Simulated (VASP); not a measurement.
# Bi (C2/m) in VASP: further runs, part 2 of 2

VASP 6.6.1.

### Step 4. Single point, r2SCAN

This run uses another cell than the first one, of 35.39 Å³/atom.

Input file POSCAR:

```
Bi
1.0
    3.3517710868     -3.1664329311      0.3549643480
    3.3517710868      3.1664329311      0.3549643480
   -0.8940038347      0.0000000000      3.2399482919
Bi
2
Direct
    0.7734600928      0.7734600928      0.9275057076
    0.2265399072      0.2265399072      0.0724942924
```

Input file INCAR.step1:

```
SYSTEM = Bi
ALGO = Normal
EDIFF = 1E-4
ENCUT = 520
GGA = PE
ISMEAR = -1
LASPH = .TRUE.
LCHARG = .FALSE.
LREAL = .FALSE.
LWAVE = .TRUE.
NBANDS = 22
NELM = 80
PREC = Accurate
SIGMA = 0.05
```

Input file INCAR.step2:

```
SYSTEM = Bi
ALGO = Normal
EDIFF = 1E-6
ENCUT = 520
ISIF = 2
ISMEAR = -1
ISTART = 1
LASPH = .TRUE.
LCHARG = .FALSE.
LMIXTAU = .TRUE.
LREAL = .FALSE.
LWAVE = .FALSE.
METAGGA = R2SCAN
NBANDS = 22
NELM = 80
PREC = Accurate
SIGMA = 0.05
```

Input file KPOINTS:

```
k-points
0
G
  6 6 9
  0 0 0
```

Potentials or basis: VASP PAW PBE potentials, release 64 (Bi_d).

On the command line:

```console
$ cat potpaw_PBE.64/Bi_d/POTCAR > POTCAR
$ cp INCAR.step1 INCAR
$ mpirun -np 1 vasp_std > vasp.out
$ cp INCAR.step2 INCAR
$ mpirun -np 1 vasp_std > vasp.out
```

OUTCAR:

```text
SYSTEM = Bi
   EDIFF = 1E-6
   ENCUT = 520
   ISIF = 2
   ISMEAR = -1
   ISTART = 1
   LASPH = .TRUE.
   LREAL = .FALSE.
   METAGGA = R2SCAN
   NELM = 80
   PREC = Accurate

 ion  position               nearest neighbor table
   1  0.773  0.773  0.928-   2 3.01   2 3.23   2 3.23   2 3.80
   2  0.227  0.227  0.072-   1 3.01   1 3.23   1 3.23   1 3.80

  LATTYP: Found a base centered monoclinic cell.
 ALAT       =     6.7410293299
 B/A-ratio  =     0.9394508690
 C/A-ratio  =     0.4985926664
 COS(beta)  =    -0.1629913438

  Lattice vectors:

 A1 = (   3.3517710868,  -3.1664329311,   0.3549643480)
 A2 = (   3.3517710868,   3.1664329311,   0.3549643480)
 A3 = (  -0.8940038347,   0.0000000000,   3.2399482919)

Analysis of symmetry for initial positions (statically):
=====================================================================
 Subroutine PRICEL returns:
 Original cell was already a primitive cell.

 Routine SETGRP: Setting up the symmetry group for a
 base centered monoclinic supercell.

 Subroutine GETGRP returns: Found  4 space group operations
 (whereof  4 operations were pure point group operations)
 out of a pool of  4 trial point group operations.

The static configuration has the point symmetry C_2h.

Analysis of symmetry for dynamics (positions and initial velocities):
=====================================================================
 Subroutine PRICEL returns:
 Original cell was already a primitive cell.

 Routine SETGRP: Setting up the symmetry group for a
 base centered monoclinic supercell.

 Subroutine GETGRP returns: Found  4 space group operations
 (whereof  4 operations were pure point group operations)
 out of a pool of  4 trial point group operations.

The dynamic configuration has the point symmetry C_2h.

 Subroutine INISYM returns: Found  4 space group operations
 (whereof  4 operations are pure point group operations),
 and found     1 'primitive' translations

[... 110 lines left out ...]
   EFERMI_NEDOS =   21; number of points for ismear=-14 and -15
   IALGO  =     38    algorithm
   IMIX   =      4    mixing-type and parameters
     AMIX     =   0.40;   BMIX     =  1.00
     AMIX_MAG =   1.60;   BMIX_MAG =  1.00
  volume/ion in A,a.u.               =      35.39       238.83
  Fermi-wavevector in a.u.,A,eV,Ry     =   1.229725  2.323843 20.575048  1.512223
  Thomas-Fermi vector in A             =   2.364601
   LORBIT       =      0    0 simple, 1 ext, 2 COOP (PROOUT), +10 PAW based schemes
   METAGGA = R2SCAN    functional components
   LHFCALC =     F    Hartree Fock is set to
   AEXX    =    0.0000 exact exchange contribution
   IVDW    =     0    specifies the selected vdW correction
   LEPSILON=     F    determine dielectric tensor
   LRPA    =     F    only Hartree local field effects (RPA)
 non-spin polarized calculation
  energy-cutoff  :      520.00
  volume of cell :       70.78
 maximum number of plane-waves:      1927
 NGX is ok and might be reduce to    36
   NGX = 17   NGY = 17   NGZ = 13

 number of electron      30.0000000 magnetization

 Free energy of the ion-electron system (eV)
  ---------------------------------------------------
  ext. energy  EPLUGINS =         0.00000000
  ---------------------------------------------------
  free energy    TOTEN  =      -116.86463747 eV

  energy without entropy =     -116.86144412  energy(sigma->0) =     -116.86304079

 E-fermi :   6.2131     XC(G=0): -10.2006

 val. band max:        6.1946128069   @ k =   0.5000   0.5000   0.2222
 cond. band min:       6.3165796083   @ k =   0.1667   0.1667   0.3333
 fundamental gap:      0.1219668015
 Fermi energy:         6.2130900792

 k-point     1 :       0.0000    0.0000    0.0000
  band No.  band energies     occupation
      1     -17.4646      2.00000
      2     -17.4000      2.00000
      3     -17.3130      2.00000
      4     -17.2575      2.00000
      5     -17.1882      2.00000
      6     -17.1859      2.00000
[... 589 lines left out ...]
     21      15.9310      0.00000
     22      16.9505      0.00000

 [... further k-points ...]

------------------------ aborting loop because EDIFF is reached ----------------------------------------

  FORCE on cell =-STRESS in cart. coord.  units (eV):
  Direction    XX          YY          ZZ          XY          YZ          ZX
  --------------------------------------------------------------------------------------
  -------------------------------------------------------------------------------------
  Total       -0.0147897     -0.0206203     -0.0296147      0.0000000      0.0000000      0.0116553
  in kB       -0.3347710     -0.4667491     -0.6703424      0.0000000      0.0000000      0.2638218
  external PRESSURE =      -0.4906208 kB  Pullay stress =       0.0000000 kB

 VOLUME and BASIS-vectors are now :
 -----------------------------------------------------------------------------
  energy-cutoff  :      520.00
  volume of cell :       70.78
      direct lattice vectors                 reciprocal lattice vectors
     3.351771087 -3.166432931  0.354964348     0.144939428 -0.157906392  0.039993356
     3.351771087  3.166432931  0.354964348     0.144939428  0.157906392  0.039993356
    -0.894003835  0.000000000  3.239948292    -0.031758735  0.000000000  0.299883665

 POSITION                                       TOTAL-FORCE (eV/Angst)
 -----------------------------------------------------------------------------------
      4.35573      0.00000      3.55417        -0.004549      0.000000     -0.000728
      1.45381      0.00000      0.39570         0.004549      0.000000      0.000728
 -----------------------------------------------------------------------------------
    total drift:                                0.000000     -0.000000      0.000000

  FREE ENERGIE OF THE ION-ELECTRON SYSTEM (eV)
  ---------------------------------------------------
  free  energy   TOTEN  =      -116.8646374692 eV

  energy  without entropy=     -116.8614441198  energy(sigma->0) =     -116.86304079
```

OUTCAR.step1:

```text
SYSTEM = Bi
   EDIFF = 1E-4
   ENCUT = 520
   GGA = PE
   ISMEAR = -1
   LASPH = .TRUE.
   LREAL = .FALSE.
[... 823 lines left out ...]
      4.35573      0.00000      3.55417        -0.155516      0.000000     -0.080819
      1.45381      0.00000      0.39570         0.155516      0.000000      0.080819
 -----------------------------------------------------------------------------------
    total drift:                                0.000000     -0.000000      0.000000

  FREE ENERGIE OF THE ION-ELECTRON SYSTEM (eV)
  ---------------------------------------------------
  free  energy   TOTEN  =        -7.6701307205 eV

  energy  without entropy=       -7.6667238508  energy(sigma->0) =       -7.66842729
```

Wall time 3.6 min (1 thread of Intel Xeon Platinum 8488C (Sapphire Rapids), shared host); peak memory 0.27 GiB.

What came out:

* Free energy: -116.8646 eV
* Pressure: 0.0 GPa
* Largest force: 0.005 eV/Å
* Band gap on the k mesh: zero (bands 15 and 16 overlap by 6.84 eV)

Forces on the atoms (eV/Å):
```
Bi  -0.005  0.000 -0.001
Bi   0.005  0.000  0.001
```

Caveat: the PAW data sets were made with another functional, which shifts forces and pressure a little; spin-orbit coupling is left out, which moves the levels of the heavy elements.

### Step 5. The runs side by side

```csv
level,spin,cell,k mesh,gap on the mesh (eV),pressure (GPa),largest force (eV/Å)
PBEsol,off,"a = 4.689, b = 4.689, c = 3.359 Å, angles 106.2, 106.2, 83.8°, 2 atoms, atomic positions A",4 × 4 × 7,none,-2.6,0.14
PBEsol,"non-collinear, zero start, SOC","a = 4.689, b = 4.689, c = 3.359 Å, angles 106.2, 106.2, 83.8°, 2 atoms, atomic positions A",4 × 4 × 7,-,-1.6,0.11
r2SCAN,off,"a = 4.625, b = 4.625, c = 3.361 Å, angles 96.8, 96.8, 86.4°, 2 atoms, atomic positions B",6 × 6 × 9,none,0.0,-
```

Alike in all rows: task single point; potentials or basis VASP PAW PBE potentials, release 64 (Bi_d); cutoff (eV) 520; smearing fermi-dirac 0.05 eV.

Caveats: the PAW data sets were made with another functional, which shifts forces and pressure a little; spin-orbit coupling is left out, which moves the levels of the heavy elements (at least some runs).

Total energies depend on the potentials used, so only differences within one code and one set of settings carry meaning.

The gap in the log of VASP goes by the Fermi energy; the results here count the filled bands.